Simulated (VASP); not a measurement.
The system is InAs.

```
In As
1.0
     0.00000    3.05459    3.05459
     3.05459    0.00000    3.05459
     3.05459    3.05459    0.00000
In As
1 1
Cartesian
  0.0000 0.0000 0.0000
  1.5273 1.5273 1.5273
```

Base run:

* Program: VASP 6.6.1
* Functional: r2SCAN
* Potentials or basis: VASP PAW PBE potentials, release 64 (In_d, As)
* Cutoff: 520 eV
* k mesh: 6 × 6 × 6
* Occupations: fermi-dirac, width 0.02 eV
* Spin: no spin polarisation

Its results: band gap on the k mesh 0.08 eV, direct; pressure 0.0 GPa.

**Question.** The run is repeated on the same cell with these changes: functional from r2SCAN to PBE. What comes out?

**Answer.** Band gap on the k mesh zero (filled and empty bands touch); pressure 2.1 GPa.

Caveats: spin-orbit coupling is left out, which moves the levels of the heavy elements; the PAW data sets were made with another functional, which shifts forces and pressure a little (some runs).

